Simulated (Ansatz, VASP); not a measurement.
**InP in VASP and in Ansatz**

POSCAR

```
InP
1.0
    0.0000000000      2.9879753761      2.9879753761
    2.9879753761      0.0000000000      2.9879753761
    2.9879753761      2.9879753761      0.0000000000
In P
1 1
Direct
    0.0000000000      0.0000000000      0.0000000000
    0.7500000000      0.7500000000      0.7500000000
```

The input INCAR.step1:

```
PREC = Accurate
ENCUT = 520
EDIFF = 1E-5
ISMEAR = -1
SIGMA = 0.05
LREAL = F
LASPH = T
NELM = 80
ALGO = Normal
ISIF = 2
LWAVE = T
LCHARG = F
NBANDS = 16
GGA = PE
```

File INCAR.step2:

```
PREC = Accurate
ENCUT = 520
EDIFF = 1E-6
ISMEAR = -1
SIGMA = 0.05
LREAL = F
LASPH = T
NELM = 80
ALGO = Normal
ISIF = 2
LWAVE = F
LCHARG = F
GGA = PE
LHFCALC = T
HFSCREEN = 0.2079
PRECFOCK = Normal
NBANDS = 16
ISTART = 1
```

Contents of KPOINTS:

```
regular mesh
0
Gamma
  4 4 4
```

Contents of input.yaml:

```yaml
crystal:
  lattice:
    - [0.0, 2.9879753761, 2.9879753761]
    - [2.9879753761, 0.0, 2.9879753761]
    - [2.9879753761, 2.9879753761, 0.0]
  atoms:
    - { symbol: In, position: [0.0, 0.0, 0.0] }
    - { symbol: P, position: [0.75, 0.75, 0.75] }
hamiltonian:
  xc: hse06
  pseudopotentials: { kind: paw }
kpoints:
  mp_grid: { grid: [4, 4, 4] }
scf:
  occupations: { method: fermi_dirac, width: 0.05 }
output:
  forces: true
  stress: true
  eigenvalues: true
  write_density: true
  write_potential: true
  elf: true
  volumetric_format: npy
```

Alike in both runs: task single point; functional HSE06; k mesh 4 × 4 × 4; occupations fermi-dirac, width 0.05 eV; no spin polarisation.

|  | VASP | Ansatz |
| --- | --- | --- |
| version | VASP 6.6.1 | Ansatz 0.2.0 |
| potentials or method | VASP PAW PBE potentials, release 64 (In_d, P) | Ansatz PAW |
| plane-wave cutoff (eV) | 520 | 420 |
| valence electrons in the cell | 18 | 18 |

VASP gave:

- gap on the k mesh at the Fermi level (eV): 1.18
- least direct gap on the mesh (eV): 1.18
- pressure (GPa): -2.4

**Question.** Which values does Ansatz return?

**Answer.** gap on the k mesh at the Fermi level (eV): 1.18; least direct gap on the mesh (eV): 1.18; pressure (GPa): -2.2.

The k mesh is coarse, so the values compare programs but aren't converged.
